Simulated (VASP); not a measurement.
A run of VASP 6.6.1:

INCAR

```
SYSTEM = Mg
PREC = Accurate
ENCUT = 600
EDIFF = 1E-7
ISMEAR = 0
SIGMA = 0.1
LREAL = .False.
LASPH = .True.
NELM = 120
ALGO = Normal
ISIF = 3
LWAVE = .False.
LCHARG = .False.
GGA = PE
IBRION = 2
NSW = 90
EDIFFG = -0.025
GGA_COMPAT = .False.
NELMIN = 4
```

The input KPOINTS:

```
Automatic mesh
0
Gamma
  12 12 12
  0 0 0
```

Contents of POSCAR:

```
Mg
1.0
    3.0717917892      0.0000000000      0.0000000000
   -1.5358958946      2.6602497246      0.0000000000
    0.0000000000      0.0000000000      3.1360127307
Mg
1
Direct
    0.6666666667      0.3333333333      0.5000000000
```

Potentials or basis: VASP PAW PBE potentials, release 64 (Mg).

Launch:

```console
$ cat potpaw_PBE.64/Mg/POTCAR > POTCAR
$ mpirun -np 1 vasp_std > vasp.out
```

Hardware: 1 thread of AMD EPYC 7R43 64-Core Processor (Zen 3), on a shared host.

Task: Estimate the wall time of this run.

Result: Wall time 80 s on 1 thread of AMD EPYC 7R43 64-Core Processor (Zen 3) (shared host), peak memory 0.14 GiB. Counts: scf iterations 27, k points 133, ion steps 5.
